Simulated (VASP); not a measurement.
Runs of VASP 6.6.1 on Si. The structure is that of space group Cmmm (No. 65), or close to it. The cells are those of the table. 

| cell | gap on the mesh (eV) | pressure (GPa) |
| --- | --- | --- |
| a = 2.452, b = 2.690, c = 2.471 Å, angles 90.0, 90.0, 117.1°, 1 atom | none | 2.0 |
| a = 2.765, b = 2.534, c = 2.471 Å, angles 90.0, 90.0, 123.1°, 1 atom | none | 1.7 |
| a = 2.745, b = 2.543, c = 2.471 Å, angles 90.0, 90.0, 122.7°, 1 atom | none | 1.3 |
| a = 2.491, b = 2.669, c = 2.471 Å, angles 90.0, 90.0, 117.8°, 1 atom | none | (a) |
| a = 2.726, b = 2.552, c = 2.471 Å, angles 90.0, 90.0, 122.3°, 1 atom | none | (b) |

Alike in all rows: task single point; level LDA; potentials or basis VASP PAW LDA potentials, release 64 (Si); no spin polarisation; k mesh 24 × 24 × 24; cutoff (eV) 520; smearing gaussian 0.15 eV.

Task: Estimate the missing entries.

Result: (a) 1.1; (b) 1.0.

A gap of «none» marks levels without a gap at the run's occupations.
